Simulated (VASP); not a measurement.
# Al2Cu (I4/mmm) in VASP: notebook

The runs below take Al2Cu through single point, relaxation of volume and atoms at fixed shape, with r2SCAN.

Everything below comes from runs of VASP 6.6.1. Logs are shortened: lines on timing, memory, paths and dates and some standing lists are left out, and cuts for length are marked.

### 1 The cell of the first run

Symmetry: I4/mmm, No. 139, tetragonal system. Conventional cell: a = 4.063 Å, b = 4.063 Å, c = 5.706 Å, α = 90.00°, β = 90.00°, γ = 90.00°. Within 3.3 Å of Al (site symmetry -4m2) lie 4 Cu at 2.48 Å and 6 Al at 2.85 to 2.87 Å. Within 3.3 Å of Cu (site symmetry 4/mmm) lie 8 Al at 2.48 Å.

### 2 Single point, r2SCAN

File POSCAR:

```
Al2Cu
1.0
   -2.0317449144      2.0317449144      2.8530703565
    2.0317449144     -2.0317449144      2.8530703565
    2.0317449144      2.0317449144     -2.8530703565
Al Cu
2 1
Direct
    0.7500000000      0.2500000000      0.5000000000
    0.2500000000      0.7500000000      0.5000000000
    0.5000000000      0.5000000000      0.0000000000
```

File INCAR.step1:

```
SYSTEM = Al2Cu
ALGO = Normal
EDIFF = 1E-4
ENCUT = 520
GGA = PE
ISMEAR = 0
LASPH = .True.
LCHARG = .False.
LREAL = .False.
LWAVE = .True.
NBANDS = 16
NELM = 80
PREC = Accurate
SIGMA = 0.1
```

File INCAR.step2:

```
SYSTEM = Al2Cu
ALGO = Normal
EDIFF = 1E-6
ENCUT = 520
ISIF = 2
ISMEAR = 0
ISTART = 1
LASPH = .True.
LCHARG = .False.
LMIXTAU = .True.
LREAL = .False.
LWAVE = .False.
METAGGA = R2SCAN
NBANDS = 16
NELM = 80
PREC = Accurate
SIGMA = 0.1
```

File KPOINTS:

```
k-points
0
Gamma
  5 5 6
  0 0 0
```

Potentials or basis: VASP PAW PBE potentials, release 64 (Al, Cu).

Started as:

```sh
$ cat potpaw_PBE.64/Al/POTCAR potpaw_PBE.64/Cu/POTCAR > POTCAR
$ cp INCAR.step1 INCAR
$ mpirun -np 1 vasp_std > vasp.out
$ cp INCAR.step2 INCAR
$ mpirun -np 1 vasp_std > vasp.out
```

OUTCAR:

```text
SYSTEM = Al2Cu
   EDIFF = 1E-6
   ENCUT = 520
   ISIF = 2
   ISMEAR = 0
   ISTART = 1
   LASPH = .True.
   LREAL = .False.
   METAGGA = R2SCAN
   NELM = 80
   PREC = Accurate

 ion  position               nearest neighbor table
   1  0.750  0.250  0.500-   3 2.48   3 2.48   3 2.48   3 2.48   2 2.85   2 2.85   2 2.87   2 2.87
                             2 2.87   2 2.87
   2  0.250  0.750  0.500-   3 2.48   3 2.48   3 2.48   3 2.48   1 2.85   1 2.85   1 2.87   1 2.87
                             1 2.87   1 2.87
   3  0.500  0.500  0.000-   2 2.48   1 2.48   1 2.48   2 2.48   1 2.48   2 2.48   2 2.48   1 2.48

  LATTYP: Found a body centered tetragonal cell.
 ALAT       =     4.0634898288
 C/A-ratio  =     1.4042463383

  Lattice vectors:

 A1 = (  -2.0317449144,   2.0317449144,   2.8530703565)
 A2 = (   2.0317449144,  -2.0317449144,   2.8530703565)
 A3 = (   2.0317449144,   2.0317449144,  -2.8530703565)

Analysis of symmetry for initial positions (statically):
=====================================================================
 Subroutine PRICEL returns:
 Original cell was already a primitive cell.

 Routine SETGRP: Setting up the symmetry group for a
 body centered tetragonal supercell.

 Subroutine GETGRP returns: Found 16 space group operations
 (whereof 16 operations were pure point group operations)
 out of a pool of 16 trial point group operations.

The static configuration has the point symmetry D_4h.

Analysis of symmetry for dynamics (positions and initial velocities):
=====================================================================
 Subroutine PRICEL returns:
 Original cell was already a primitive cell.

 Routine SETGRP: Setting up the symmetry group for a
 body centered tetragonal supercell.

 Subroutine GETGRP returns: Found 16 space group operations
 (whereof 16 operations were pure point group operations)
 out of a pool of 16 trial point group operations.

The dynamic configuration has the point symmetry D_4h.

 Subroutine INISYM returns: Found 16 space group operations
 (whereof 16 operations are pure point group operations),
 and found     1 'primitive' translations

----------------------------------------------------------------------------------------

                                     Primitive cell

  volume of cell :      47.1098

  direct lattice vectors                    reciprocal lattice vectors
    -2.031744914  2.031744914  2.853070356     0.000000000  0.246093885  0.175249797
     2.031744914 -2.031744914  2.853070356     0.246093885  0.000000000  0.175249797
     2.031744914  2.031744914 -2.853070356     0.246093885  0.246093885  0.000000000

  length of vectors
     4.049195630  4.049195630  4.049195630     0.302117016  0.302117016  0.348029310

  position of ions in fractional coordinates (direct lattice)
     0.750000000  0.250000000  0.500000000
     0.250000000  0.750000000  0.500000000
     0.500000000  0.500000000  0.000000000

  ion indices of the primitive-cell ions
   primitive index   ion index
                 1           1
                 2           2
                 3           3

----------------------------------------------------------------------------------------

 KPOINTS: k-points

Automatic generation of k-mesh.
 Grid dimensions read from file:
 generate k-points for:    5    5    6

 Generating k-lattice:

  Cartesian coordinates                     Fractional coordinates (reciprocal lattice)
     0.000000000  0.049218777  0.035049959     0.200000000  0.000000000  0.000000000
     0.049218777  0.000000000  0.035049959     0.000000000  0.200000000  0.000000000
     0.041015648  0.041015648  0.000000000     0.000000000  0.000000000  0.166666667

  Length of vectors
     0.060423403  0.060423403  0.058004885

  Shift w.r.t. Gamma in fractional coordinates (k-lattice)
     0.000000000  0.000000000  0.000000000

 -----------------------------------------------------------------------------
|                                                                             |
|           W    W    AA    RRRRR   N    N  II  N    N   GGGG   !!!           |
|           W    W   A  A   R    R  NN   N  II  NN   N  G    G  !!!           |
|           W    W  A    A  R    R  N N  N  II  N N  N  G       !!!           |
|           W WW W  AAAAAA  RRRRR   N  N N  II  N  N N  G  GGG   !            |
|           WW  WW  A    A  R   R   N   NN  II  N   NN  G    G                |
|           W    W  A    A  R    R  N    N  II  N    N   GGGG   !!!           |
|                                                                             |
|     Your reciprocal lattice and k-lattice belong to different lattice       |
|     classes:                                                                |
|                                                                             |
|        The reciprocal lattice is body-centered tetragonal,                  |
|        whereas your k-lattice is base-centered monoclinic.                  |
|                                                                             |
|     Results are often still useful ...                                      |
|                                                                             |
 -----------------------------------------------------------------------------

 WARNING: IBZKPT: internal override: KBLOWUP is changed to .FALSE.
      ... skipping the blow-up phase ...

 Subroutine IBZKPT returns following result:
 ===========================================

 Found     48 irreducible k-points:

 Following reciprocal coordinates:
            Coordinates               Weight
  0.000000  0.000000  0.000000      1.000000
  0.200000 -0.000000  0.000000      4.000000
  0.400000  0.000000 -0.000000      4.000000
  0.200000  0.200000 -0.000000      2.000000
  0.400000  0.200000  0.000000      4.000000
 -0.400000  0.200000  0.000000      4.000000
[... 16 lines left out ...]
 -0.200000 -0.400000  0.166667      4.000000
 -0.200000 -0.200000  0.166667      2.000000
 [... further k-points ...]
   k-points           NKPTS =     48   k-points in BZ     NKDIM =     48   number of bands    NBANDS=     16
   number of dos      NEDOS =    301   number of ions     NIONS =      3
   total plane-waves  NPLWV =  27000
   dimension x,y,z NGX =    30 NGY =   30 NGZ =   30
   dimension x,y,z NGXF=    60 NGYF=   60 NGZF=   60
   ions per type =               2   1
   NGX,Y,Z   is equivalent  to a cutoff of  12.32, 12.32, 12.32 a.u.
   NGXF,Y,Z  is equivalent  to a cutoff of  24.63, 24.63, 24.63 a.u.
 SYSTEM =  Al2Cu
   PREC   = accura    normal or accurate (medium, high low for compatibility)
   ISTART =      1    job   : 0-new  1-cont  2-samecut
   ICHARG =      0    charge: 1-file 2-atom 10-const
   ISPIN  =      1    spin polarized calculation?
   LNONCOLLINEAR =      F non collinear calculations
   LSORBIT =      F    spin-orbit coupling
   LASPH  =      T    aspherical Exc in radial PAW
   ENCUT  =  520.0 eV  38.22 Ry    6.18 a.u.   7.53  7.53  7.53*2*pi/ulx,y,z
   NELM   =     80;   NELMIN=  2; NELMDL=  0     # of ELM steps
   EDIFF  = 0.1E-05   stopping-criterion for ELM
   LREAL  =      F    real-space projection
   EDIFFG = 0.1E-04   stopping-criterion for IOM
   NSW    =      0    number of steps for IOM
   IBRION =     -1    ionic relax: 0-MD 1-quasi-New 2-CG
   NFREE  =      0    steps in history (QN), initial steepest desc. (CG)
   ISIF   =      2    stress and relaxation
   ISYM   =      2    0-nonsym 1-usesym 2-fastsym
   POTIM  = 0.5000    time-step for ionic-motion
   TEBEG  =    0.0;   TEEND  =   0.0 temperature during run
   PSTRESS=    0.0 pullay stress
   NELECT =      17.0000    total number of electrons
   NUPDOWN=      -1.0000    fix difference up-down
   EMIN   =  10.00;   EMAX   =-10.00  energy-range for DOS
   EFERMI =   0.00;   METHOD = LEGACY
   ISMEAR =     0;   SIGMA  =   0.10  broadening in eV -4-tet -1-fermi 0-gaus
   EFERMI_NEDOS =   21; number of points for ismear=-14 and -15
   IALGO  =     38    algorithm
   IMIX   =      4    mixing-type and parameters
     AMIX     =   0.40;   BMIX     =  1.00
     AMIX_MAG =   1.60;   BMIX_MAG =  1.00
  volume/ion in A,a.u.               =      15.70       105.97
  Fermi-wavevector in a.u.,A,eV,Ry     =   1.165523  2.202519 18.482752  1.358444
  Thomas-Fermi vector in A             =   2.302048
   LORBIT       =      0    0 simple, 1 ext, 2 COOP (PROOUT), +10 PAW based schemes
   METAGGA = R2SCAN    functional components
   LHFCALC =     F    Hartree Fock is set to
   AEXX    =    0.0000 exact exchange contribution
   IVDW    =     0    specifies the selected vdW correction
   LEPSILON=     F    determine dielectric tensor
   LRPA    =     F    only Hartree local field effects (RPA)
 non-spin polarized calculation
 Gauss-broadening in eV      SIGMA  =   0.10
  energy-cutoff  :      520.00
  volume of cell :       47.11
 maximum number of plane-waves:      1293
 NGX is ok and might be reduce to    30
   NGX = 15   NGY = 15   NGZ = 15

 number of electron      17.0000002 magnetization

 Free energy of the ion-electron system (eV)
  ---------------------------------------------------
  ext. energy  EPLUGINS =         0.00000000
  ---------------------------------------------------
  free energy    TOTEN  =       -24.90364870 eV

  energy without entropy =      -24.89717095  energy(sigma->0) =      -24.90040982

 E-fermi :   6.9254     XC(G=0): -11.2287

 val. band max:        6.8893182213   @ k =  -0.2000  -0.2000   0.1667
 cond. band min:       6.9581120913   @ k =  -0.2000  -0.0000   0.3333
 fundamental gap:      0.0687938701
 Fermi energy:         6.9253940771

 k-point     1 :       0.0000    0.0000    0.0000
  band No.  band energies     occupation
      1      -3.7448      2.00000
      2       2.2902      2.00000
      3       2.2971      2.00000
      4       2.2973      2.00000
      5       2.8548      2.00000
      6       2.8672      2.00000
[... 8 lines left out ...]
     15      14.5755      0.00000
     16      14.8210      0.00000

 k-point     2 :       0.2000   -0.0000    0.0000
  band No.  band energies     occupation
      1      -3.1776      2.00000
      2       2.1041      2.00000
      3       2.3688      2.00000
      4       2.3714      2.00000
      5       2.8457      2.00000
      6       2.8557      2.00000
[... 8 lines left out ...]
     15      13.5793      0.00000
     16      14.9000      0.00000
[... 387 lines left out ...]
      5       2.8134      2.00000
      6       2.9592      2.00000
[... 8 lines left out ...]
     15      17.5059      0.00000
     16      19.0181      0.00000

 k-point    24 :      -0.2000   -0.2000    0.1667
  band No.  band energies     occupation
      1      -2.9594      2.00000
      2       2.0839      2.00000
      3       2.4110      2.00000
      4       2.4172      2.00000
      5       2.7389      2.00000
      6       2.9147      2.00000
[... 8 lines left out ...]
     15      15.1024      0.00000
     16      15.8417      0.00000

 [... further k-points ...]
[... 5 lines left out ...]
  --------------------------------------------------------------------------------------
  -------------------------------------------------------------------------------------
  Total       -0.0641412     -0.0641412      0.0531381      0.0000000      0.0000000     -0.0000000
  in kB       -2.1814066     -2.1814066      1.8071976      0.0000000      0.0000000     -0.0000000
  external PRESSURE =      -0.8518718 kB  Pullay stress =       0.0000000 kB

 VOLUME and BASIS-vectors are now :
 -----------------------------------------------------------------------------
  energy-cutoff  :      520.00
  volume of cell :       47.11
      direct lattice vectors                 reciprocal lattice vectors
    -2.031744914  2.031744914  2.853070356     0.000000000  0.246093885  0.175249797
     2.031744914 -2.031744914  2.853070356     0.246093885  0.000000000  0.175249797
     2.031744914  2.031744914 -2.853070356     0.246093885  0.246093885  0.000000000

 POSITION                                       TOTAL-FORCE (eV/Angst)
 -----------------------------------------------------------------------------------
      0.00000      2.03174      1.42654         0.000000      0.000000      0.000000
      2.03174      0.00000      1.42654        -0.000000     -0.000000     -0.000000
      0.00000      0.00000      2.85307         0.000000     -0.000000     -0.000000
 -----------------------------------------------------------------------------------
    total drift:                                0.000000     -0.000000      0.000000

  FREE ENERGIE OF THE ION-ELECTRON SYSTEM (eV)
  ---------------------------------------------------
  free  energy   TOTEN  =       -24.9036487020 eV

  energy  without entropy=      -24.8971709478  energy(sigma->0) =      -24.90040982
```

Run time: 4.1 min. Hardware: 1 thread of Intel Xeon 8259CL, shared host; peak memory 0.19 GiB.

Results:

| Property | Result |
| --- | --- |
| Free energy | -24.9036 eV |
| Pressure | -0.1 GPa |
| Band gap on the k mesh | zero (an odd number of electrons rules out a gap without spin polarisation) |

Stress tensor (GPa, compression positive):
```
-0.22  0.00  0.00
 0.00 -0.22  0.00
 0.00  0.00  0.18
```

Caveat: the k points lie up to 0.36 Å⁻¹ apart, too coarse for converged energies and pressures of a metal; the PAW data sets were made with another functional, which shifts forces and pressure a little.

### 3 Relaxation of volume and atoms at fixed shape, r2SCAN

This run uses another cell than the first one, of 15.67 Å³/atom.

File POSCAR:

```
Al2Cu
1.0
   -2.0303375000      2.0303375000      2.8510940000
    2.0303375000     -2.0303375000      2.8510940000
    2.0303375000      2.0303375000     -2.8510940000
Al Cu
2 1
Direct
    0.7500000000      0.2500000000      0.5000000000
    0.2500000000      0.7500000000      0.5000000000
    0.5000000000      0.5000000000      0.0000000000
```

File INCAR.step1:

```
SYSTEM = Al2Cu
ALGO = Normal
EDIFF = 1E-4
ENCUT = 600
GGA = PE
ISMEAR = 0
LASPH = .TRUE.
LCHARG = .FALSE.
LREAL = .FALSE.
LWAVE = .TRUE.
NELM = 60
PREC = Accurate
SIGMA = 0.1
```

File INCAR.step2:

```
SYSTEM = Al2Cu
ALGO = Normal
EDIFF = 1E-6
EDIFFG = -0.02
ENCUT = 600
IBRION = 2
ISIF = 8
ISMEAR = 0
ISTART = 1
LASPH = .TRUE.
LCHARG = .FALSE.
LMIXTAU = .TRUE.
LREAL = .FALSE.
LWAVE = .FALSE.
METAGGA = R2SCAN
NELM = 60
NSW = 60
PREC = Accurate
SIGMA = 0.1
```

File KPOINTS:

```
k-points
0
G
  5 5 6
  0 0 0
```

Potentials or basis: VASP PAW PBE potentials, release 64 (Al, Cu).

Started as:

```sh
$ cat potpaw_PBE.64/Al/POTCAR potpaw_PBE.64/Cu/POTCAR > POTCAR
$ cp INCAR.step1 INCAR
$ mpirun -np 1 vasp_std > vasp.out
$ cp INCAR.step2 INCAR
$ mpirun -np 1 vasp_std > vasp.out
```

Run time: 2.1 min. Hardware: 1 thread of Intel Xeon 8259CL, shared host; peak memory 0.21 GiB.

It converged, with:

| Property | Result |
| --- | --- |
| Free energy | -24.9038 eV |
| Pressure after relaxing | 0.1 GPa |
| Band gap on the k mesh | zero (an odd number of electrons rules out a gap without spin polarisation) |

Stress tensor (GPa, compression positive):
```
-0.01  0.00  0.00
 0.00 -0.01  0.00
 0.00  0.00  0.40
```

Final structure:
```xyz
3
Lattice="-2.0303 2.0303 2.8511 2.0303 -2.0303 2.8511 2.0303 2.0303 -2.8511" Properties=species:S:1:pos:R:3 pbc="T T T"
Al    0.0000    2.0303    1.4255
Al    2.0303    0.0000    1.4255
Cu    0.0000    0.0000    2.8511
```

Levels at points of the mesh, in eV from the Fermi level:
```tsv
k point	band 7	band 8	band 9	band 10	band 11	band 12
(0.00, 0.00, 0.00)	3.15	3.15	3.21	3.21	3.29	3.29
(0.00, 0.00, 0.50)	-3.80	-2.02	-1.96	0.75	1.92	9.62
```

Caveat: the k points lie up to 0.36 Å⁻¹ apart in the final cell, too coarse for converged energies and pressures of a metal; the PAW data sets were made with another functional, which shifts forces and pressure a little.

The gap in the log of VASP goes by the Fermi energy; the results here count the filled bands.